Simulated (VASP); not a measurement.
# NaCl (m.bA) (Fm-3m) in VASP: notebook

The runs below take NaCl (m.bA) through single point, with PBE.

All numbers are computed with VASP 6.6.1; they aren't measurements. Logs are shortened: lines on timing, memory, paths and dates and some standing lists are left out, and cuts for length are marked.

## 1. The cell of the first run

It takes space group Fm-3m (No. 225, cubic). The conventional cell has a = 5.600 Å, b = 5.600 Å, c = 5.600 Å, α = 90.00°, β = 90.00°, γ = 90.00°. Within 3.7 Å of Na (site symmetry m-3m) lie 6 Cl at 2.80 Å. Within 3.7 Å of Cl (site symmetry m-3m) lie 6 Na at 2.80 Å.

## 2. Single point, PBE

File INCAR:

```
SYSTEM = NaCl
PREC = Accurate
ENCUT = 500
EDIFF = 1E-6
ISMEAR = 0
SIGMA = 0.1
LREAL = .FALSE.
LASPH = .TRUE.
NELM = 120
ALGO = Normal
ISIF = 2
LWAVE = .FALSE.
LCHARG = .FALSE.
GGA = PE
NBANDS = 14
GGA_COMPAT = .FALSE.
```

File KPOINTS:

```
regular mesh
0
G
  6 6 6
  0 0 0
```

File POSCAR:

```
NaCl
1.0
    0.0000000000      2.8000000000      2.8000000000
    2.8000000000      0.0000000000      2.8000000000
    2.8000000000      2.8000000000      0.0000000000
Na Cl
1 1
Direct
    0.0000000000      0.0000000000      0.0000000000
    0.5000000000      0.5000000000      0.5000000000
```

Potentials or basis: VASP PAW PBE potentials, release 64 (Na_pv, Cl).

Launch:

```
cat potpaw_PBE.64/Na_pv/POTCAR potpaw_PBE.64/Cl/POTCAR > POTCAR
mpirun -np 1 vasp_std > vasp.out
```

OUTCAR:

```text
SYSTEM = NaCl
   PREC = Accurate
   ENCUT = 500
   EDIFF = 1E-6
   ISMEAR = 0
   LREAL = .FALSE.
   LASPH = .TRUE.
   NELM = 120
   ISIF = 2
   GGA = PE

 ion  position               nearest neighbor table
   1  0.000  0.000  0.000-
   2  0.500  0.500  0.500-

  LATTYP: Found a face centered cubic cell.
 ALAT       =     5.6000000000

  Lattice vectors:

 A1 = (   0.0000000000,   2.8000000000,   2.8000000000)
 A2 = (   2.8000000000,   0.0000000000,   2.8000000000)
 A3 = (   2.8000000000,   2.8000000000,   0.0000000000)

Analysis of symmetry for initial positions (statically):
=====================================================================
 Subroutine PRICEL returns:
 Original cell was already a primitive cell.

 Routine SETGRP: Setting up the symmetry group for a
 face centered cubic supercell.

 Subroutine GETGRP returns: Found 48 space group operations
 (whereof 48 operations were pure point group operations)
 out of a pool of 48 trial point group operations.

The static configuration has the point symmetry O_h .

Analysis of symmetry for dynamics (positions and initial velocities):
=====================================================================
 Subroutine PRICEL returns:
 Original cell was already a primitive cell.

 Routine SETGRP: Setting up the symmetry group for a
 face centered cubic supercell.

 Subroutine GETGRP returns: Found 48 space group operations
 (whereof 48 operations were pure point group operations)
 out of a pool of 48 trial point group operations.

The dynamic configuration has the point symmetry O_h .

 Subroutine INISYM returns: Found 48 space group operations
 (whereof 48 operations are pure point group operations),
 and found     1 'primitive' translations

----------------------------------------------------------------------------------------

                                     Primitive cell

  volume of cell :      43.9040

  direct lattice vectors                    reciprocal lattice vectors
     0.000000000  2.800000000  2.800000000    -0.178571429  0.178571429  0.178571429
     2.800000000  0.000000000  2.800000000     0.178571429 -0.178571429  0.178571429
     2.800000000  2.800000000  0.000000000     0.178571429  0.178571429 -0.178571429

  length of vectors
     3.959797975  3.959797975  3.959797975     0.309294787  0.309294787  0.309294787

  position of ions in fractional coordinates (direct lattice)
     0.000000000  0.000000000  0.000000000
     0.500000000  0.500000000  0.500000000

  ion indices of the primitive-cell ions
   primitive index   ion index
                 1           1
                 2           2

----------------------------------------------------------------------------------------

 KPOINTS: regular mesh

Automatic generation of k-mesh.
 Grid dimensions read from file:
 generate k-points for:    6    6    6

 Generating k-lattice:

  Cartesian coordinates                     Fractional coordinates (reciprocal lattice)
    -0.029761905  0.029761905  0.029761905     0.166666667  0.000000000  0.000000000
     0.029761905 -0.029761905  0.029761905     0.000000000  0.166666667  0.000000000
     0.029761905  0.029761905 -0.029761905     0.000000000  0.000000000  0.166666667

  Length of vectors
     0.051549131  0.051549131  0.051549131

  Shift w.r.t. Gamma in fractional coordinates (k-lattice)
     0.000000000  0.000000000  0.000000000

 Subroutine IBZKPT returns following result:
 ===========================================

 Found     16 irreducible k-points:

 Following reciprocal coordinates:
            Coordinates               Weight
  0.000000  0.000000  0.000000      1.000000
  0.166667  0.000000  0.000000      8.000000
  0.333333  0.000000  0.000000      8.000000
  0.500000  0.000000  0.000000      4.000000
  0.166667  0.166667  0.000000      6.000000
  0.333333  0.166667  0.000000     24.000000
[... 8 lines left out ...]
 -0.333333  0.333333  0.166667     24.000000
 -0.333333  0.500000  0.166667     12.000000
   k-points           NKPTS =     16   k-points in BZ     NKDIM =     16   number of bands    NBANDS=     14
   number of dos      NEDOS =    301   number of ions     NIONS =      2
   total plane-waves  NPLWV =  27000
   dimension x,y,z NGX =    30 NGY =   30 NGZ =   30
   dimension x,y,z NGXF=    60 NGYF=   60 NGZF=   60
   ions per type =               1   1
   NGX,Y,Z   is equivalent  to a cutoff of  12.60, 12.60, 12.60 a.u.
   NGXF,Y,Z  is equivalent  to a cutoff of  25.19, 25.19, 25.19 a.u.
 SYSTEM =  NaCl
   PREC   = accura    normal or accurate (medium, high low for compatibility)
   ISTART =      0    job   : 0-new  1-cont  2-samecut
   ICHARG =      2    charge: 1-file 2-atom 10-const
   ISPIN  =      1    spin polarized calculation?
   LNONCOLLINEAR =      F non collinear calculations
   LSORBIT =      F    spin-orbit coupling
   LASPH  =      T    aspherical Exc in radial PAW
   ENCUT  =  500.0 eV  36.75 Ry    6.06 a.u.   7.22  7.22  7.22*2*pi/ulx,y,z
   NELM   =    120;   NELMIN=  2; NELMDL= -5     # of ELM steps
   EDIFF  = 0.1E-05   stopping-criterion for ELM
   LREAL  =      F    real-space projection
   EDIFFG = 0.1E-04   stopping-criterion for IOM
   NSW    =      0    number of steps for IOM
   IBRION =     -1    ionic relax: 0-MD 1-quasi-New 2-CG
   NFREE  =      0    steps in history (QN), initial steepest desc. (CG)
   ISIF   =      2    stress and relaxation
   ISYM   =      2    0-nonsym 1-usesym 2-fastsym
   POTIM  = 0.5000    time-step for ionic-motion
   TEBEG  =    0.0;   TEEND  =   0.0 temperature during run
   PSTRESS=    0.0 pullay stress
   NELECT =      14.0000    total number of electrons
   NUPDOWN=      -1.0000    fix difference up-down
   EMIN   =  10.00;   EMAX   =-10.00  energy-range for DOS
   EFERMI =   0.00;   METHOD = LEGACY
   ISMEAR =     0;   SIGMA  =   0.10  broadening in eV -4-tet -1-fermi 0-gaus
   EFERMI_NEDOS =   21; number of points for ismear=-14 and -15
   IALGO  =     38    algorithm
   IMIX   =      4    mixing-type and parameters
     AMIX     =   0.40;   BMIX     =  1.00
     AMIX_MAG =   1.60;   BMIX_MAG =  1.00
  volume/ion in A,a.u.               =      21.95       148.14
  Fermi-wavevector in a.u.,A,eV,Ry     =   1.118449  2.113562 17.019908  1.250928
  Thomas-Fermi vector in A             =   2.255080
   LORBIT       =      0    0 simple, 1 ext, 2 COOP (PROOUT), +10 PAW based schemes
   GGA     = PE    functional components
   LHFCALC =     F    Hartree Fock is set to
   AEXX    =    0.0000 exact exchange contribution
   IVDW    =     0    specifies the selected vdW correction
   LEPSILON=     F    determine dielectric tensor
   LRPA    =     F    only Hartree local field effects (RPA)
 non-spin polarized calculation
 Gauss-broadening in eV      SIGMA  =   0.10
  energy-cutoff  :      500.00
  volume of cell :       43.90
 maximum number of plane-waves:      1139
 NGX is ok and might be reduce to    30
   NGX = 15   NGY = 15   NGZ = 15

 number of electron      14.0000004 magnetization

 Free energy of the ion-electron system (eV)
  ---------------------------------------------------
  ext. energy  EPLUGINS =         0.00000000
  ---------------------------------------------------
  free energy    TOTEN  =        -6.76815493 eV

  energy without entropy =       -6.76815493  energy(sigma->0) =       -6.76815493

 E-fermi :  -0.1942     XC(G=0):  -8.2580

 val. band max:       -0.6063458115   @ k =   0.0000   0.0000   0.0000
 cond. band min:       4.5840454916   @ k =   0.0000   0.0000   0.0000
 fundamental gap:      5.1903913031
 Fermi energy:        -0.1942491643

 k-point     1 :       0.0000    0.0000    0.0000
  band No.  band energies     occupation
      1     -21.3847      2.00000
      2     -21.3847      2.00000
      3     -21.3846      2.00000
      4     -13.3144      2.00000
      5      -0.6063      2.00000
      6      -0.6063      2.00000
      7      -0.6063      2.00000
      8       4.5840      0.00000
      9      10.5354      0.00000
     10      10.5354      0.00000
     11      10.5354      0.00000
     12      12.7241      0.00000
     13      12.7241      0.00000
     14      14.3663      0.00000

 k-point     2 :       0.1667    0.0000    0.0000
  band No.  band energies     occupation
      1     -21.3928      2.00000
      2     -21.3852      2.00000
      3     -21.3852      2.00000
      4     -13.2286      2.00000
      5      -1.2265      2.00000
      6      -0.6785      2.00000
      7      -0.6785      2.00000
      8       5.4093      0.00000
      9       9.7530      0.00000
     10      10.8270      0.00000
     11      10.8270      0.00000
     12      12.4112      0.00000
     13      12.4112      0.00000
     14      15.4982      0.00000

 k-point     3 :       0.3333    0.0000    0.0000
  band No.  band energies     occupation
      1     -21.4090      2.00000
      2     -21.3864      2.00000
      3     -21.3864      2.00000
      4     -13.0492      2.00000
      5      -2.1875      2.00000
      6      -0.8161      2.00000
      7      -0.8161      2.00000
      8       6.5121      0.00000
      9       9.5791      0.00000
     10      10.6496      0.00000
     11      10.6496      0.00000
     12      13.5175      0.00000
     13      13.5175      0.00000
     14      14.7862      0.00000

 k-point     4 :       0.5000    0.0000    0.0000
  band No.  band energies     occupation
      1     -21.4169      2.00000
      2     -21.3869      2.00000
      3     -21.3869      2.00000
      4     -12.9552      2.00000
      5      -2.5947      2.00000
      6      -0.8817      2.00000
      7      -0.8817      2.00000
      8       6.7050      0.00000
      9      10.1939      0.00000
     10      10.4184      0.00000
     11      10.4184      0.00000
     12      14.5224      0.00000
     13      15.6525      0.00000
     14      15.6525      0.00000

 k-point     5 :       0.1667    0.1667    0.0000
  band No.  band energies     occupation
      1     -21.3921      2.00000
      2     -21.3868      2.00000
      3     -21.3868      2.00000
      4     -13.2040      2.00000
      5      -1.2465      2.00000
      6      -0.7761      2.00000
      7      -0.7761      2.00000
      8       5.6824      0.00000
      9       9.2830      0.00000
     10      11.1923      0.00000
     11      11.1923      0.00000
[... 140 lines left out ...]
 k-point    14 :       0.5000    0.3333    0.1667
  band No.  band energies     occupation
      1     -21.4060      2.00000
      2     -21.3943      2.00000
      3     -21.3896      2.00000
      4     -12.9587      2.00000
      5      -2.1126      2.00000
      6      -1.3758      2.00000
      7      -1.0458      2.00000
      8       7.8687      0.00000
      9       8.6099      0.00000
     10       9.2896      0.00000
     11      11.7994      0.00000
     12      13.0918      0.00000
     13      15.6023      0.00000
     14      16.0888      0.00000

 k-point    15 :      -0.3333    0.3333    0.1667
  band No.  band energies     occupation
      1     -21.4066      2.00000
      2     -21.3968      2.00000
      3     -21.3914      2.00000
      4     -12.9051      2.00000
      5      -2.1250      2.00000
      6      -1.6226      2.00000
      7      -1.1579      2.00000
      8       8.3675      0.00000
      9       8.6332      0.00000
     10       9.4455      0.00000
     11      11.3608      0.00000
     12      13.7372      0.00000
     13      15.1873      0.00000
     14      16.1771      0.00000

 k-point    16 :      -0.3333    0.5000    0.1667
  band No.  band energies     occupation
      1     -21.4034      2.00000
      2     -21.3968      2.00000
      3     -21.3953      2.00000
      4     -12.8927      2.00000
      5      -2.0888      2.00000
      6      -1.5477      2.00000
      7      -1.3468      2.00000
      8       7.8585      0.00000
      9       8.3088      0.00000
     10      10.0023      0.00000
     11      11.5823      0.00000
     12      14.7701      0.00000
     13      15.7659      0.00000
     14      15.8739      0.00000

------------------------ aborting loop because EDIFF is reached ----------------------------------------

  FORCE on cell =-STRESS in cart. coord.  units (eV):
  Direction    XX          YY          ZZ          XY          YZ          ZX
  --------------------------------------------------------------------------------------
  -------------------------------------------------------------------------------------
  Total        0.3573127      0.3573127      0.3573127     -0.0000000     -0.0000000      0.0000000
  in kB       13.0393190     13.0393190     13.0393190     -0.0000000     -0.0000000      0.0000000
  external PRESSURE =      13.0393190 kB  Pullay stress =       0.0000000 kB

 VOLUME and BASIS-vectors are now :
 -----------------------------------------------------------------------------
  energy-cutoff  :      500.00
  volume of cell :       43.90
      direct lattice vectors                 reciprocal lattice vectors
     0.000000000  2.800000000  2.800000000    -0.178571429  0.178571429  0.178571429
     2.800000000  0.000000000  2.800000000     0.178571429 -0.178571429  0.178571429
     2.800000000  2.800000000  0.000000000     0.178571429  0.178571429 -0.178571429

 POSITION                                       TOTAL-FORCE (eV/Angst)
 -----------------------------------------------------------------------------------
      0.00000      0.00000      0.00000         0.000000     -0.000000      0.000000
      2.80000      2.80000      2.80000        -0.000000      0.000000     -0.000000
 -----------------------------------------------------------------------------------
    total drift:                               -0.000000      0.000000      0.000000

  FREE ENERGIE OF THE ION-ELECTRON SYSTEM (eV)
  ---------------------------------------------------
  free  energy   TOTEN  =        -6.7681549261 eV

  energy  without entropy=       -6.7681549261  energy(sigma->0) =       -6.76815493
```

It took 19 s on 1 thread of AMD EPYC 7R13, shared host; peak memory 0.13 GiB.

What came out:

```yaml
Free_energy: -6.7682 eV
Pressure: 1.3 GPa
Band_gap_on_the_k_mesh: 5.19 eV, direct
```

Levels at points of the mesh, in eV from the valence-band top:
```csv
k point,band 4,band 5,band 6,band 7,band 8,band 9,band 10,band 11
"(0.00, 0.00, 0.00)",-12.71,0.00,0.00,0.00,5.19,11.14,11.14,11.14
"(0.50, 0.00, 0.00)",-12.35,-1.99,-0.28,-0.28,7.31,10.80,11.02,11.02
"(0.50, 0.50, 0.00)",-12.30,-1.71,-0.62,-0.62,7.60,8.06,11.47,14.97
```

## 3. Single point, PBE

This run uses another cell than the first one, of 23.10 Å³/atom, 1.052 times its volume.

File INCAR:

```
  PREC = Accurate
  ENCUT = 500
  EDIFF = 1E-6
  ISMEAR = 0
  SIGMA = 0.02
  LREAL = F
  LASPH = T
  NELM = 120
  ALGO = Normal
  ISIF = 2
  LWAVE = F
  LCHARG = F
  GGA = PE
  NBANDS = 14
  GGA_COMPAT = F
```

File KPOINTS:

```
regular mesh
0
Gamma
  8 8 8
```

File POSCAR:

```
NaCl
1.0
    0.0000000000      2.8479700579      2.8479700579
    2.8479700579      0.0000000000      2.8479700579
    2.8479700579      2.8479700579      0.0000000000
Na Cl
1 1
Direct
    0.0000000000      0.0000000000      0.0000000000
    0.5000000000      0.5000000000      0.5000000000
```

Potentials or basis: VASP PAW PBE potentials, release 64 (Na_pv, Cl).

Launch:

```
cat potpaw_PBE.64/Na_pv/POTCAR potpaw_PBE.64/Cl/POTCAR > POTCAR
mpirun -np 1 vasp_std > vasp.out
```

Wall time 33 s (1 thread of AMD EPYC 7R13, shared host); peak memory 0.13 GiB.

It converged, with:

```
Free energy            : -6.7777 eV
Pressure               : -0.1 GPa
Band gap on the k mesh : 4.99 eV, direct
```

Levels at points of the mesh, in eV from the valence-band top:
| k point | band 5 | band 6 | band 7 | band 8 | band 9 | band 10 |
| --- | --- | --- | --- | --- | --- | --- |
| (0.00, 0.00, 0.00) | 0.00 | 0.00 | 0.00 | 4.99 | 11.09 | 11.09 |
| (0.50, 0.00, 0.00) | -1.84 | -0.25 | -0.25 | 7.22 | 10.38 | 10.90 |
| (0.50, 0.50, 0.00) | -1.58 | -0.57 | -0.57 | 7.45 | 8.10 | 11.11 |
